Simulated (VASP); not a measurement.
Runs of VASP 6.6.1 on AlNi3. The structure is that of space group Pm-3m (No. 221), or close to it. The cells are those of the table. 

```tsv
level	cell	k mesh	smearing	gap on the mesh (eV)	pressure (GPa)	moment (μB)
PBE+D3(BJ)	a = 3.524 Å, 4 atoms	8 × 8 × 8	fermi-dirac 0.05 eV	none	0.0	0.67
BLYP	a = 3.614 Å, 4 atoms	8 × 8 × 8	fermi-dirac 0.05 eV	none	(a)	0.67
r2SCAN	a = 3.523 Å, 4 atoms	4 × 4 × 4	fermi-dirac 0.05 eV	none	-0.2	0.00
PBE	a = 3.523 Å, 4 atoms	8 × 8 × 8	gaussian 0.021 eV	none	7.3	0.76
PBE	a = 3.523 Å, 4 atoms	8 × 8 × 8	gaussian 0.019 eV	none	7.3	0.76
```

Alike in all rows: task single point; potentials or basis VASP PAW PBE potentials, release 64 (Ni, Al); spin collinear, ferromagnetic start; cutoff (eV) 520.

Estimate the missing entries.

(a) 0.2.

Caveats: some runs use coarse meshes; the PAW data sets were made with another functional, which shifts forces and pressure a little (some runs); pairwise dispersion overbinds metals, which lowers pressure and volume (some runs).

A gap of «none» marks levels without a gap at the run's occupations.
